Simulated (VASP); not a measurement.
Input of a VASP 6.6.1 run:

POSCAR

```
BeTe
1.0
    0.0000000000      2.8150000000      2.8150000000
    2.8150000000      0.0000000000      2.8150000000
    2.8150000000      2.8150000000      0.0000000000
Be Te
1 1
Direct
    0.0000000000      0.0000000000      0.0000000000
    0.2500000000      0.2500000000      0.2500000000
```

Contents of INCAR.step1:

```
  PREC = Accurate
  ENCUT = 660
  ISMEAR = 0
  SIGMA = 0.02
  LREAL = F
  LASPH = T
  NELM = 120
  GGA = PE
  ALGO = Normal
  EDIFF = 1E-5
  LWAVE = T
  LCHARG = F
  GGA_COMPAT = F
  IBRION = 2
  ISIF = 3
  EDIFFG = -0.005
  NELMIN = 4
  NSW = 100
```

File INCAR.step2:

```
  PREC = Accurate
  ENCUT = 660
  EDIFF = 1E-7
  ISMEAR = 0
  SIGMA = 0.02
  LREAL = F
  LASPH = T
  NELM = 120
  ALGO = Normal
  ISIF = 3
  LWAVE = F
  LCHARG = F
  METAGGA = R2SCAN
  LMIXTAU = T
  IBRION = 2
  NSW = 100
  EDIFFG = -0.002
  ISTART = 1
  GGA_COMPAT = F
  NELMIN = 4
```

File KPOINTS:

```
Automatic mesh
0
Gamma
  8 8 8
```

Potentials or basis: VASP PAW PBE potentials, release 64 (Be, Te).

The run is started by

```bash
$ cat potpaw_PBE.64/Be/POTCAR potpaw_PBE.64/Te/POTCAR > POTCAR
$ cp INCAR.step1 INCAR
$ mpirun -np 1 vasp_std > vasp.out
$ cp INCAR.step2 INCAR
$ mpirun -np 1 vasp_std > vasp.out
```

Q: Estimate the relaxed cell.

A: a = 4.004 Å, b = 4.004 Å, c = 4.004 Å, α = 60.00°, β = 60.00°, γ = 60.00°.

Q: What does it give for the band gap on the k mesh?

A: 2.38 eV (least direct gap 4.03 eV).

Q: What does it give for the space group after relaxing (to 0.1 Å)?

A: F-43m (No. 216).

Q: Predict the relaxed volume.

A: 22.70 Å³/atom.

Final structure:
```xyz
2
Lattice="0.0000 2.8313 2.8313 2.8313 0.0000 2.8313 2.8313 2.8313 0.0000" Properties=species:S:1:pos:R:3 pbc="T T T"
Be    0.0000    0.0000    0.0000
Te    1.4156    1.4156    1.4156
```

Caveat: the PAW data sets were made with another functional, which shifts forces and pressure a little; spin-orbit coupling is left out, which moves the levels of the heavy elements. A k mesh can miss the band edges.
